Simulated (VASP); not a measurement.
# Mg (Fd-3m) in VASP: further runs, part 2 of 2

VASP 6.6.1.

## (4) Relaxation of cell and atoms, PBE, target pressure 10 GPa, at which the enthalpy is minimised

INCAR reads:

```
SYSTEM = Mg
PREC = Accurate
ENCUT = 600
EDIFF = 1E-7
ISMEAR = 0
SIGMA = 0.1
LREAL = .FALSE.
LASPH = .TRUE.
NELM = 80
ALGO = Normal
ISIF = 3
LWAVE = .FALSE.
LCHARG = .FALSE.
GGA = PE
IBRION = 2
NSW = 80
EDIFFG = -0.03
PSTRESS = 100.0
```

KPOINTS reads:

```
regular mesh
0
G
  6 6 6
  0 0 0
```

POSCAR reads:

```
Mg
1.0
    0.0000000000      3.1150000000      3.1150000000
    3.1150000000      0.0000000000      3.1150000000
    3.1150000000      3.1150000000      0.0000000000
Mg
2
Direct
    0.0000000000      0.0000000000      0.0000000000
    0.2500000000      0.2500000000      0.2500000000
```

Potentials or basis: VASP PAW PBE potentials, release 64 (Mg).

On the command line:

```console
$ cat potpaw_PBE.64/Mg/POTCAR > POTCAR
$ mpirun -np 1 vasp_std > vasp.out
```

OUTCAR:

```text
SYSTEM = Mg
   PREC = Accurate
   ENCUT = 600
   EDIFF = 1E-7
   ISMEAR = 0
   LREAL = .FALSE.
   LASPH = .TRUE.
   NELM = 80
   ISIF = 3
   GGA = PE
   IBRION = 2
   NSW = 80
   EDIFFG = -0.03
   PSTRESS = 100.0

 ion  position               nearest neighbor table
   1  0.000  0.000  0.000-   2 2.70   2 2.70   2 2.70   2 2.70
   2  0.250  0.250  0.250-   1 2.70   1 2.70   1 2.70   1 2.70

  LATTYP: Found a face centered cubic cell.
 ALAT       =     6.2300000000

  Lattice vectors:

 A1 = (   0.0000000000,   3.1150000000,   3.1150000000)
 A2 = (   3.1150000000,   0.0000000000,   3.1150000000)
 A3 = (   3.1150000000,   3.1150000000,   0.0000000000)

Analysis of symmetry for initial positions (statically):
=====================================================================
 Subroutine PRICEL returns:
 Original cell was already a primitive cell.

 Routine SETGRP: Setting up the symmetry group for a
 face centered cubic supercell.

 Subroutine GETGRP returns: Found 48 space group operations
 (whereof 24 operations were pure point group operations)
 out of a pool of 48 trial point group operations.

The static configuration has the point symmetry T_d .
[... 207 lines left out ...]
 fundamental gap:      0.1075426621
 Fermi energy:         1.6297058766

 k-point     1 :       0.0000    0.0000    0.0000
  band No.  band energies     occupation
      1      -4.5966      2.00000
      2       5.9706      0.00000
      3       5.9706      0.00000
      4       5.9706      0.00000
      5       6.9186      0.00000
      6       6.9186      0.00000
[... 127 lines left out ...]
 k-point    16 :      -0.3333    0.5000    0.1667
  band No.  band energies     occupation
      1      -0.3059      2.00000
      2      -0.3059      2.00000
      3       1.5151      1.89507
      4       1.5151      1.89507
      5       6.6261      0.00000
      6       6.6261      0.00000

------------------------ aborting loop because EDIFF is reached ----------------------------------------

  FORCE on cell =-STRESS in cart. coord.  units (eV):
  Direction    XX          YY          ZZ          XY          YZ          ZX
  --------------------------------------------------------------------------------------
  -------------------------------------------------------------------------------------
  Total        3.3305674      3.3305674      3.3305674      0.0000000      0.0000000     -0.0000000
  in kB       99.1935646     99.1935646     99.1935646      0.0000000      0.0000000     -0.0000000
  external PRESSURE =      -0.8064354 kB  Pullay stress =     100.0000000 kB

 VOLUME and BASIS-vectors are now :
 -----------------------------------------------------------------------------
  energy-cutoff  :      600.00
  volume of cell :       53.80
      direct lattice vectors                 reciprocal lattice vectors
     0.000000000  2.996206695  2.996206695    -0.166877673  0.166877673  0.166877673
     2.996206695 -0.000000000  2.996206695     0.166877673 -0.166877673  0.166877673
     2.996206695  2.996206695  0.000000000     0.166877673  0.166877673 -0.166877673

 POSITION                                       TOTAL-FORCE (eV/Angst)
 -----------------------------------------------------------------------------------
      0.00000      0.00000      0.00000         0.000000      0.000000      0.000000
      1.49810      1.49810      1.49810        -0.000000      0.000000     -0.000000
 -----------------------------------------------------------------------------------
    total drift:                                0.000000      0.000000     -0.000000

  FREE ENERGIE OF THE ION-ELECTRON SYSTEM (eV)
  ---------------------------------------------------
  free  energy   TOTEN  =        -0.7993143438 eV

  energy  without entropy=       -0.7878344097  energy(sigma->0) =       -0.79357438

  enthalpy is  TOTEN    =         2.5583302468 eV   P V=        3.3576445906

 reached required accuracy - stopping structural energy minimisation
```

OSZICAR:

```text
N       E                     dE             d eps       ncg     rms          rms(c)
DAV:   1     0.157865747690E+01    0.15787E+01   -0.14464E+03   192   0.505E+02
DAV:   2    -0.109830503419E+01   -0.26770E+01   -0.25697E+01   282   0.292E+01
DAV:   3    -0.112665261749E+01   -0.28348E-01   -0.27312E-01   270   0.343E+00
DAV:   4    -0.112672605208E+01   -0.73435E-04   -0.73428E-04   264   0.164E-01
DAV:   5    -0.112672669349E+01   -0.64141E-06   -0.64146E-06   252   0.157E-02    0.548E-01
DAV:   6    -0.112244958860E+01    0.42771E-02   -0.30502E-03   240   0.286E-01    0.350E-01
DAV:   7    -0.111973520581E+01    0.27144E-02   -0.96302E-03   210   0.498E-01    0.299E-02
DAV:   8    -0.111977761619E+01   -0.42410E-04   -0.18166E-04   270   0.946E-02    0.395E-03
DAV:   9    -0.111977829023E+01   -0.67404E-06   -0.91759E-07   234   0.660E-03    0.113E-03
DAV:  10    -0.111977776449E+01    0.52574E-06   -0.54278E-08   216   0.143E-03    0.117E-04
DAV:  11    -0.111977775093E+01    0.13567E-07   -0.11227E-09   102   0.259E-04
   1 F= 0.26532810E+01 E0= 0.26618909E+01  d E =0.265328E+01
       N       E                     dE             d eps       ncg     rms          rms(c)
DAV:   1    -0.811682065515E+00    0.30810E+00   -0.82485E-01   198   0.525E+00    0.400E-01
DAV:   2    -0.805021093610E+00    0.66610E-02   -0.14522E-02   204   0.819E-01    0.254E-01
DAV:   3    -0.799291513514E+00    0.57296E-02   -0.88107E-03   198   0.410E-01    0.218E-02
DAV:   4    -0.799306088442E+00   -0.14575E-04   -0.11492E-04   210   0.784E-02    0.131E-02
DAV:   5    -0.799314375351E+00   -0.82869E-05   -0.67147E-06   228   0.190E-02    0.902E-04
DAV:   6    -0.799314343763E+00    0.31588E-07   -0.26825E-08   174   0.116E-03
   2 F= 0.25583302E+01 E0= 0.25640702E+01  d E =-.949507E-01
```

Wall time 8.2 s (1 thread of AMD EPYC 9R45 (Zen 5), shared host); peak memory 0.17 GiB.

Results:

| Item | Value |
| --- | --- |
| Free energy | -0.7993 eV |
| Relaxed volume | 26.90 Å³/atom |
| Relaxed cell | a = 4.237 Å, b = 4.237 Å, c = 4.237 Å, α = 60.00°, β = 60.00°, γ = 60.00° |
| Space group after relaxing (to 0.05 Å) | Fd-3m (No. 227) |
| Energy change on relaxing (the enthalpy is what falls) | +160.2 meV/atom |
| Ionic steps | 2 |
| Pressure after relaxing | 9.9 GPa |
| Band gap on the k mesh | zero (band 2 reaches 5.97 eV, above the bottom of band 3 at 0.69 eV) |

The path:
| step | energy change (eV) | largest force (eV/Å) | pressure (GPa) | volume (Å³) |
| --- | --- | --- | --- | --- |
| 1 | 0.0000 | 0.0000 | 5.81 | 60.45 |
| 2 | 0.3205 | 0.0000 | 9.92 | 53.80 |

Final structure:
```xyz
2
Lattice="0.0000 2.9962 2.9962 2.9962 0.0000 2.9962 2.9962 2.9962 0.0000" Properties=species:S:1:pos:R:3 pbc="T T T"
Mg    0.0000    0.0000    0.0000
Mg    1.4981    1.4981    1.4981
```

Caveat: the cell is relaxed towards a set pressure, so the enthalpy falls and the energy may rise.

## (5) Overview

```tsv
cell	gap on the mesh (eV)	pressure (GPa)
relaxed	none	0.1
relaxed to 5 GPa	none	5.0
relaxed to 10 GPa	none	9.9
```

Alike in all rows: task relaxation of cell and atoms; level PBE; potentials or basis VASP PAW PBE potentials, release 64 (Mg); no spin polarisation; k mesh 6 × 6 × 6; cutoff (eV) 600; smearing gaussian 0.1 eV.

Caveats: the cell is relaxed towards a set pressure, so the enthalpy falls and the energy may rise (some runs); the volume moved by over 15 % at a fixed basis, so the end points are rough (some runs).

Total energies depend on the potentials used, so only differences within one code and one set of settings carry meaning.
